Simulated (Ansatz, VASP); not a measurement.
# Pt: VASP beside Ansatz

```
Pt
1.0
     0.00000    1.96000    1.96000
     1.96000    0.00000    1.96000
     1.96000    1.96000    0.00000
Pt
1
Direct
  0.00000 0.00000 0.00000
```

Alike in both runs: task single point; functional PBE; k mesh 8 × 8 × 8; occupations gaussian, width 0.1 eV; no spin polarisation.

|  | VASP | Ansatz |
| --- | --- | --- |
| version | VASP 6.6.1 | Ansatz 0.2.0 |
| potentials or method | VASP PAW PBE potentials, release 64 (Pt), cutoff 520 eV | scalar-relativistic, plane waves, PAW |
| valence electrons in the cell | 10 | 18 |

VASP gave:

| Property | Result |
| --- | --- |
| gap on the k mesh at the Fermi level (eV) | none |
| pressure (GPa) | 9.3 |

Problem. What did Ansatz give for the same quantities?

Solution. gap on the k mesh at the Fermi level (eV): none; pressure (GPa): 9.9.

A gap of «none» marks a metal or a gap that the smearing closes. VASP's potentials hold 10 valence electrons a cell and Ansatz's 18, so a difference there can come from the potentials and not from the codes.

Neither program's run includes spin-orbit coupling.
